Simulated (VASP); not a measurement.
# MnO2 (P-3m1) in VASP: notebook

MnO2 is run at these levels: revPBE+D4, PBE, PBE0, BLYP+D4; tasks: single point.

All numbers are computed with VASP 6.6.1; they aren't measurements. Logs are shortened: lines on timing, memory, paths and dates and some standing lists are left out, and cuts for length are marked.

## (1) The cell of the first run

Symmetry: P-3m1, No. 164, trigonal system. The conventional cell has a = 2.868 Å, b = 2.868 Å, c = 4.413 Å, α = 90.00°, β = 90.00°, γ = 120.00°. Within 2.5 Å of Mn (site symmetry -3m) lie 6 O at 1.91 Å. Within 2.6 Å of O (site symmetry 3m) lie 3 Mn at 1.91 Å and 3 O at 2.53 Å.

## (2) Single point, revPBE+D4, collinear spin, ferromagnetic start

File INCAR:

```
  ALGO = Normal
  EDIFF = 1E-6
  ENCUT = 520
  GGA = RE
  ISIF = 2
  ISMEAR = -1
  ISPIN = 2
  IVDW = 13
  LASPH = True
  LCHARG = False
  LMAXMIX = 4
  LORBIT = 11
  LREAL = False
  LWAVE = False
  MAGMOM = 4 0 0
  NBANDS = 24
  NELM = 150
  PREC = Accurate
  SIGMA = 0.05
```

File KPOINTS:

```
k-points
0
Gamma
  11 11 6
```

File POSCAR:

```
MnO2
1.0
    2.8682927275      0.0000000000      0.0000000000
   -1.4341463638      2.4840143675      0.0000000000
    0.0000000000      0.0000000000      4.4130936535
Mn O
1 2
Direct
    0.0000000000      0.0000000000      0.5000000000
    0.3333333333      0.6666666667      0.7169302370
    0.6666666667      0.3333333333      0.2830697630
```

Potentials or basis: VASP PAW PBE potentials, release 64 (Mn_pv, O).

On the command line:

```
> cat potpaw_PBE.64/Mn_pv/POTCAR potpaw_PBE.64/O/POTCAR > POTCAR
> mpirun -np 1 vasp_std > vasp.out
```

OUTCAR:

```text
EDIFF = 1E-6
   ENCUT = 520
   GGA = RE
   ISIF = 2
   ISMEAR = -1
   ISPIN = 2
   IVDW = 13
   LASPH = True
   LORBIT = 11
   LREAL = False
   NELM = 150
   PREC = Accurate

 ion  position               nearest neighbor table
   1  0.000  0.000  0.500-   2 1.91   3 1.91   3 1.91   2 1.91   3 1.91   2 1.91
   2  0.333  0.667  0.717-   1 1.91   1 1.91   1 1.91
   3  0.667  0.333  0.283-   1 1.91   1 1.91   1 1.91

  LATTYP: Found a hexagonal cell.
 ALAT       =     2.8682927275
 C/A-ratio  =     1.5385785458

  Lattice vectors:

 A1 = (   2.8682927275,   0.0000000000,   0.0000000000)
 A2 = (  -1.4341463638,   2.4840143675,   0.0000000000)
 A3 = (   0.0000000000,   0.0000000000,   4.4130936535)

Analysis of symmetry for initial positions (statically):
=====================================================================
 Subroutine PRICEL returns:
 Original cell was already a primitive cell.

 Routine SETGRP: Setting up the symmetry group for a
 hexagonal supercell.

 Subroutine GETGRP returns: Found 12 space group operations
 (whereof 12 operations were pure point group operations)
 out of a pool of 24 trial point group operations.

The static configuration has the point symmetry D_3d.

Analysis of symmetry for dynamics (positions and initial velocities):
=====================================================================
 Subroutine PRICEL returns:
 Original cell was already a primitive cell.

 Routine SETGRP: Setting up the symmetry group for a
 hexagonal supercell.

 Subroutine GETGRP returns: Found 12 space group operations
 (whereof 12 operations were pure point group operations)
 out of a pool of 24 trial point group operations.

The dynamic configuration has the point symmetry D_3d.

Analysis of structural, dynamic, and magnetic symmetry:
=====================================================================
 Subroutine PRICEL returns:
 Original cell was already a primitive cell.

 Routine SETGRP: Setting up the symmetry group for a
 hexagonal supercell.

 Subroutine GETGRP returns: Found 12 space group operations
 (whereof 12 operations were pure point group operations)
 out of a pool of 24 trial point group operations.

The overall configuration has the point symmetry D_3d.

 Subroutine INISYM returns: Found 12 space group operations
 (whereof 12 operations are pure point group operations),
 and found     1 'primitive' translations

----------------------------------------------------------------------------------------

                                     Primitive cell

  volume of cell :      31.4428

  direct lattice vectors                    reciprocal lattice vectors
     2.868292728  0.000000000  0.000000000     0.348639450  0.201287081  0.000000000
    -1.434146364  2.484014367  0.000000000     0.000000000  0.402574161  0.000000000
     0.000000000  0.000000000  4.413093653     0.000000000  0.000000000  0.226598409

  length of vectors
     2.868292728  2.868292728  4.413093653     0.402574161  0.402574161  0.226598409

  position of ions in fractional coordinates (direct lattice)
     0.000000000  0.000000000  0.500000000
     0.333333333  0.666666667  0.716930237
     0.666666667  0.333333333  0.283069763

  ion indices of the primitive-cell ions
   primitive index   ion index
                 1           1
                 2           2
                 3           3

----------------------------------------------------------------------------------------

 KPOINTS: k-points

Automatic generation of k-mesh.
 Grid dimensions read from file:
 generate k-points for:   11   11    6

 Generating k-lattice:

  Cartesian coordinates                     Fractional coordinates (reciprocal lattice)
     0.031694495  0.018298826  0.000000000     0.090909091  0.000000000  0.000000000
     0.000000000  0.036597651  0.000000000     0.000000000  0.090909091  0.000000000
     0.000000000  0.000000000  0.037766401     0.000000000  0.000000000  0.166666667

  Length of vectors
     0.036597651  0.036597651  0.037766401

  Shift w.r.t. Gamma in fractional coordinates (k-lattice)
     0.000000000  0.000000000  0.000000000

 Subroutine IBZKPT returns following result:
 ===========================================

 Found     84 irreducible k-points:

 Following reciprocal coordinates:
            Coordinates               Weight
  0.000000  0.000000  0.000000      1.000000
  0.090909  0.000000  0.000000      6.000000
  0.181818  0.000000  0.000000      6.000000
  0.272727  0.000000  0.000000      6.000000
  0.363636 -0.000000  0.000000      6.000000
  0.454545  0.000000  0.000000      6.000000
[... 16 lines left out ...]
  0.000000  0.272727  0.166667      6.000000
  0.363636 -0.000000  0.166667      6.000000
 [... further k-points ...]
   k-points           NKPTS =     84   k-points in BZ     NKDIM =     84   number of bands    NBANDS=     24
   number of dos      NEDOS =    301   number of ions     NIONS =      3
   total plane-waves  NPLWV =  20736
   dimension x,y,z NGX =    24 NGY =   24 NGZ =   36
   dimension x,y,z NGXF=    48 NGYF=   48 NGZF=   72
   ions per type =               1   2
   NGX,Y,Z   is equivalent  to a cutoff of  13.91, 13.91, 13.56 a.u.
   NGXF,Y,Z  is equivalent  to a cutoff of  27.82, 27.82, 27.12 a.u.
 SYSTEM =  unknown system
   PREC   = accura    normal or accurate (medium, high low for compatibility)
   ISTART =      0    job   : 0-new  1-cont  2-samecut
   ICHARG =      2    charge: 1-file 2-atom 10-const
   ISPIN  =      2    spin polarized calculation?
   LNONCOLLINEAR =      F non collinear calculations
   LSORBIT =      F    spin-orbit coupling
   LASPH  =      T    aspherical Exc in radial PAW
   ENCUT  =  520.0 eV  38.22 Ry    6.18 a.u.   5.33  5.33  8.21*2*pi/ulx,y,z
   NELM   =    150;   NELMIN=  2; NELMDL= -5     # of ELM steps
   EDIFF  = 0.1E-05   stopping-criterion for ELM
   LREAL  =      F    real-space projection
   EDIFFG = 0.1E-04   stopping-criterion for IOM
   NSW    =      0    number of steps for IOM
   IBRION =     -1    ionic relax: 0-MD 1-quasi-New 2-CG
   NFREE  =      0    steps in history (QN), initial steepest desc. (CG)
   ISIF   =      2    stress and relaxation
   ISYM   =      2    0-nonsym 1-usesym 2-fastsym
   POTIM  = 0.5000    time-step for ionic-motion
   TEBEG  =    0.0;   TEEND  =   0.0 temperature during run
   PSTRESS=    0.0 pullay stress
   NELECT =      25.0000    total number of electrons
   NUPDOWN=      -1.0000    fix difference up-down
   EMIN   =  10.00;   EMAX   =-10.00  energy-range for DOS
   EFERMI =   0.00;   METHOD = LEGACY
   ISMEAR =    -1;   SIGMA  =   0.05  broadening in eV -4-tet -1-fermi 0-gaus
   EFERMI_NEDOS =   21; number of points for ismear=-14 and -15
   IALGO  =     38    algorithm
   IMIX   =      4    mixing-type and parameters
     AMIX     =   0.40;   BMIX     =  1.00
     AMIX_MAG =   1.60;   BMIX_MAG =  1.00
  volume/ion in A,a.u.               =      10.48        70.73
  Fermi-wavevector in a.u.,A,eV,Ry     =   1.516636  2.866026 31.295899  2.300184
  Thomas-Fermi vector in A             =   2.625999
   LORBIT       =     11    0 simple, 1 ext, 2 COOP (PROOUT), +10 PAW based schemes
   GGA     = RE    functional components
   LHFCALC =     F    Hartree Fock is set to
   AEXX    =    0.0000 exact exchange contribution
   IVDW    =    13    specifies the selected vdW correction
   LEPSILON=     F    determine dielectric tensor
   LRPA    =     F    only Hartree local field effects (RPA)
 spin polarized calculation
  energy-cutoff  :      520.00
  volume of cell :       31.44
 maximum number of plane-waves:       881
 NGX is ok and might be reduce to    24
   NGX = 11   NGY = 11   NGZ = 17

 number of electron      24.9999999 magnetization       3.0000006

 Free energy of the ion-electron system (eV)
  ---------------------------------------------------
  ext. energy  EPLUGINS =         0.00000000
  ---------------------------------------------------
  free energy    TOTEN  =       -22.75725284 eV

  energy without entropy =      -22.75724947  energy(sigma->0) =      -22.75725116

 E-fermi :   4.1968     XC(G=0): -10.8480

 val. band max:        3.7277783320   @ k =   0.0909   0.0909   0.5000
 cond. band min:       4.6313027095   @ k =   0.0000   0.0000   0.5000
 fundamental gap:      0.9035243774
 Fermi energy:         4.1967962788

 spin component 1

 k-point     1 :       0.0000    0.0000    0.0000
  band No.  band energies     occupation
      1     -46.6623      1.00000
      2     -46.6569      1.00000
      3     -46.6569      1.00000
      4     -15.8629      1.00000
      5     -13.5449      1.00000
      6      -2.5895      1.00000
[... 16 lines left out ...]
     23      27.7796      0.00000
     24      27.8000      0.00000
[... 598 lines left out ...]
      2     -46.6854      1.00000
      3     -46.6415      1.00000
      4     -14.5846      1.00000
      5     -13.9751      1.00000
      6      -2.5792      1.00000
[... 16 lines left out ...]
     23      24.5318      0.00000
     24      27.2234      0.00000

 [... further k-points ...]

 spin component 2

 k-point     1 :       0.0000    0.0000    0.0000
  band No.  band energies     occupation
      1     -43.5467      1.00000
      2     -43.5467      1.00000
      3     -43.3871      1.00000
      4     -15.7313      1.00000
      5     -13.4590      1.00000
      6      -1.7320      1.00000
[... 16 lines left out ...]
     23      28.5593      0.00000
     24      28.5594      0.00000
[... 598 lines left out ...]
      2     -43.5796      1.00000
      3     -43.3607      1.00000
      4     -14.4696      1.00000
      5     -13.8689      1.00000
      6      -1.8022      1.00000
[... 16 lines left out ...]
     23      25.3018      0.00000
     24      27.3760      0.00000

 [... further k-points ...]

------------------------ aborting loop because EDIFF is reached ----------------------------------------

  DFT-D4 for vdW energy calculation

  Edisp (eV):   -1.12757

  FORCE on cell =-STRESS in cart. coord.  units (eV):
  Direction    XX          YY          ZZ          XY          YZ          ZX
  --------------------------------------------------------------------------------------
  -------------------------------------------------------------------------------------
  Total       0.24950     0.24950     0.12749    -0.00000    -0.00000     0.00000
  in kB      12.71340    12.71340     6.49638    -0.00000    -0.00000     0.00000
  external pressure =       10.64 kB  Pullay stress =        0.00 kB

 VOLUME and BASIS-vectors are now :
 -----------------------------------------------------------------------------
  energy-cutoff  :      520.00
  volume of cell :       31.44
      direct lattice vectors                 reciprocal lattice vectors
     2.868292728  0.000000000  0.000000000     0.348639450  0.201287081  0.000000000
    -1.434146364  2.484014367  0.000000000     0.000000000  0.402574161  0.000000000
     0.000000000  0.000000000  4.413093653     0.000000000  0.000000000  0.226598409

 POSITION                                       TOTAL-FORCE (eV/Angst)
 -----------------------------------------------------------------------------------
      0.00000      0.00000      2.20655         0.000000      0.000000     -0.000000
     -0.00000      1.65601      3.16388        -0.000000     -0.000000      0.090956
      1.43415      0.82800      1.24921         0.000000      0.000000     -0.090956
 -----------------------------------------------------------------------------------
    total drift:                               -0.000000      0.000000      0.000000

  FREE ENERGIE OF THE ION-ELECTRON SYSTEM (eV)
  ---------------------------------------------------
  free  energy   TOTEN  =       -23.8848271458 eV

  energy  without entropy=      -23.8848237843  energy(sigma->0) =      -23.88482547

 total charge

# of ion       s       p       d       tot
------------------------------------------
    1        0.349   6.453   4.904  11.706
    2        1.587   3.416   0.000   5.003
    3        1.587   3.416   0.000   5.003
--------------------------------------------------
tot          3.523  13.285   4.904  21.713

 magnetization (x)

# of ion       s       p       d       tot
------------------------------------------
    1        0.030   0.040   2.792   2.861
    2        0.004   0.028   0.000   0.032
    3        0.004   0.028   0.000   0.032
--------------------------------------------------
tot          0.037   0.096   2.792   2.925
```

Wall time 4 min (1 thread of Intel Xeon 8259CL, shared host); peak memory 0.23 GiB.

What came out:

```
Free energy                                           : -23.8848 eV
Pressure                                              : 1.1 GPa
Largest force                                         : 0.091 eV/Å
Band gap on the k mesh                                : 0.90 eV (least direct gap 0.98 eV)
Net moment                                            : 3.00 μB per cell
Site moments                                          : Mn +2.86; O +0.03 μB
Valence electrons inside the program's atomic spheres : Mn 11.71; O 5.00
Dispersion energy per atom                            : -0.376 eV
```

Forces on the atoms (eV/Å):
```
Mn   0.000  0.000  0.000
O    0.000  0.000  0.091
O    0.000  0.000 -0.091
```

Caveat: the PAW data sets were made with another functional, which shifts forces and pressure a little; a cell with one magnetic atom can't hold antiferromagnetic order, which such compounds often take. A k mesh can miss the band edges.

## (3) Single point, PBE, collinear spin, ferromagnetic start

This run uses another cell than the first one, of 10.84 Å³/atom.

File INCAR:

```
PREC = Accurate
ENCUT = 700
EDIFF = 1E-6
ISMEAR = -1
SIGMA = 0.05
LREAL = F
LASPH = T
NELM = 200
ALGO = Normal
ISIF = 2
LWAVE = F
LCHARG = F
ISPIN = 2
MAGMOM = 4 0 0
LORBIT = 11
LMAXMIX = 4
GGA = PE
NBANDS = 24
GGA_COMPAT = F
```

File KPOINTS:

```
regular mesh
0
Gamma
  11 11 6
```

File POSCAR:

```
MnO2
1.0
    2.8565781804      0.0000000000      0.0000000000
   -1.4282890902      2.4738692722      0.0000000000
    0.0000000000      0.0000000000      4.6013740589
Mn O
1 2
Direct
    0.0000000000      0.0000000000      0.5000000000
    0.3333333333      0.6666666667      0.7062925700
    0.6666666667      0.3333333333      0.2937074300
```

Potentials or basis: VASP PAW PBE potentials, release 64 (Mn_sv, O).

On the command line:

```
> cat potpaw_PBE.64/Mn_sv/POTCAR potpaw_PBE.64/O/POTCAR > POTCAR
> mpirun -np 1 vasp_std > vasp.out
```

OUTCAR:

```text
PREC = Accurate
   ENCUT = 700
   EDIFF = 1E-6
   ISMEAR = -1
   LREAL = F
   LASPH = T
   NELM = 200
   ISIF = 2
   ISPIN = 2
   LORBIT = 11
   GGA = PE

 ion  position               nearest neighbor table
   1  0.000  0.000  0.500-   2 1.90   3 1.90   3 1.90   2 1.90   3 1.90   2 1.90
   2  0.333  0.667  0.706-   1 1.90   1 1.90   1 1.90
   3  0.667  0.333  0.294-   1 1.90   1 1.90   1 1.90

  LATTYP: Found a hexagonal cell.
 ALAT       =     2.8565781804
 C/A-ratio  =     1.6107992739

  Lattice vectors:

 A1 = (   2.8565781804,   0.0000000000,   0.0000000000)
 A2 = (  -1.4282890902,   2.4738692722,   0.0000000000)
 A3 = (   0.0000000000,   0.0000000000,   4.6013740589)

Analysis of symmetry for initial positions (statically):
=====================================================================
 Subroutine PRICEL returns:
 Original cell was already a primitive cell.

 Routine SETGRP: Setting up the symmetry group for a
 hexagonal supercell.

 Subroutine GETGRP returns: Found 12 space group operations
[... 844 lines left out ...]
      1     -74.0160      1.00000
      2     -42.7806      1.00000
      3     -42.7806      1.00000
      4     -42.6142      1.00000
      5     -15.0787      1.00000
      6     -12.8036      1.00000
[... 637 lines left out ...]
     23      24.0593      0.00000
     24      26.0251      0.00000

 [... further k-points ...]
[... 5 lines left out ...]
  --------------------------------------------------------------------------------------
  -------------------------------------------------------------------------------------
  Total        0.9534701      0.9534701      0.7956248      0.0000000      0.0000000      0.0000000
  in kB       46.9793762     46.9793762     39.2020222      0.0000000      0.0000000      0.0000000
  external PRESSURE =      44.3869249 kB  Pullay stress =       0.0000000 kB

 VOLUME and BASIS-vectors are now :
 -----------------------------------------------------------------------------
  energy-cutoff  :      700.00
  volume of cell :       32.52
      direct lattice vectors                 reciprocal lattice vectors
     2.856578180  0.000000000  0.000000000     0.350069187  0.202112539  0.000000000
    -1.428289090  2.473869272  0.000000000     0.000000000  0.404225078  0.000000000
     0.000000000  0.000000000  4.601374059     0.000000000  0.000000000  0.217326387

 POSITION                                       TOTAL-FORCE (eV/Angst)
 -----------------------------------------------------------------------------------
      0.00000      0.00000      2.30069        -0.000000      0.000000      0.000000
     -0.00000      1.64925      3.24992        -0.000000      0.000000      0.197665
      1.42829      0.82462      1.35146         0.000000     -0.000000     -0.197665
 -----------------------------------------------------------------------------------
    total drift:                               -0.000000     -0.000000     -0.000000

  FREE ENERGIE OF THE ION-ELECTRON SYSTEM (eV)
  ---------------------------------------------------
  free  energy   TOTEN  =       -24.0204121695 eV

  energy  without entropy=      -24.0204062634  energy(sigma->0) =      -24.02040922

 total charge

# of ion       s       p       d       tot
------------------------------------------
    1        2.206   6.112   4.458  12.776
    2        1.578   3.424   0.000   5.002
    3        1.578   3.424   0.000   5.002
--------------------------------------------------
tot          5.362  12.960   4.458  22.780

 magnetization (x)

# of ion       s       p       d       tot
------------------------------------------
    1        0.024   0.018   2.681   2.723
    2        0.004   0.041   0.000   0.044
    3        0.004   0.041   0.000   0.044
--------------------------------------------------
tot          0.031   0.099   2.681   2.812
```

stdout:

```text
POSCAR found type information on POSCAR MnO
 POSCAR found :  2 types and       3 ions
 scaLAPACK will be used
 LDA part: xc-table for (Slater+PW92), standard interpolation
 POSCAR, INCAR and KPOINTS ok, starting setup
 FFT: planning ... GRIDC
 FFT: planning ... GRID_SOFT
 FFT: planning ... GRID
 WAVECAR not read
 entering main loop
```

Wall time 3.5 min (1 thread of Intel Xeon Platinum 8488C (Sapphire Rapids), shared host); peak memory 0.29 GiB.

What came out:

```yaml
Free_energy: -24.0204 eV
Pressure: 4.4 GPa
Largest_force: 0.198 eV/Å
Band_gap_on_the_k_mesh: 0.83 eV (least direct gap 0.89 eV)
Net_moment: 3.00 μB per cell
Site_moments: Mn +2.72; O +0.04 μB
Valence_electrons_inside_the_program's_atomic_spheres: Mn 12.78; O 5.00
```

Forces on the atoms (eV/Å):
```
Mn   0.000  0.000  0.000
O    0.000  0.000  0.198
O    0.000  0.000 -0.198
```

Levels at points of the mesh, in eV from the valence-band top:
Spin up:
```csv
k point,band 11,band 12,band 13,band 14,band 15,band 16,band 17,band 18,band 19,band 20
"(0.00, 0.00, 0.00)",-2.41,-1.43,-1.43,-1.18,-0.38,2.90,2.90,7.12,10.37,14.82
"(0.00, 0.00, 0.50)",-2.41,-2.41,-1.48,-1.48,-0.06,2.96,2.96,9.21,9.44,13.59
```
Spin down:
```csv
k point,band 9,band 10,band 11,band 12,band 13,band 14,band 15,band 16
"(0.00, 0.00, 0.00)",-5.08,-1.37,-1.37,-1.00,0.84,0.84,2.45,4.20
"(0.00, 0.00, 0.50)",-4.58,-2.34,-1.41,-1.41,0.83,0.83,2.58,4.24
```

Caveat: the cell stands under pressure; a cell with one magnetic atom can't hold antiferromagnetic order, which such compounds often take. A k mesh can miss the band edges.

(Continued in part 2 of 2.)
